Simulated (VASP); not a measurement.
The system is PtS2.

```
Pt S
1.0
     3.55264    0.00000    0.00000
    -1.77632    3.07668    0.00000
     0.00000    0.00000    5.12272
Pt S
1 2
Direct
  0.00000 0.00000 0.00000
  0.66667 0.33333 0.76074
  0.33333 0.66667 0.23926
```

Base run:

```yaml
Program: VASP 6.6.1
Functional: PBE
Potentials_or_basis: VASP PAW PBE potentials, release 64 (Pt, S)
Cutoff: 500 eV
k_mesh: 12 × 12 × 6
Occupations: fermi-dirac, width 0.02 eV
Spin: no spin polarisation
```

Its results: band gap on the k mesh 0.71 eV, indirect (least direct gap 0.97 eV); pressure 3.2 GPa; largest force 0.026 eV/Å.

**Question.** The run is repeated on the same cell with these changes: functional from PBE to r2SCAN; cutoff from 500 eV to 550 eV; occupations from fermi-dirac, width 0.02 eV to gaussian, width 0.01 eV. What comes out?

**Answer.** Band gap on the k mesh 0.87 eV, indirect (least direct gap 1.14 eV); pressure 1.2 GPa; largest force 0.049 eV/Å.

Caveats: spin-orbit coupling is left out, which moves the levels of the heavy elements; the PAW data sets were made with another functional, which shifts forces and pressure a little (some runs).

A k mesh can miss the band edges.
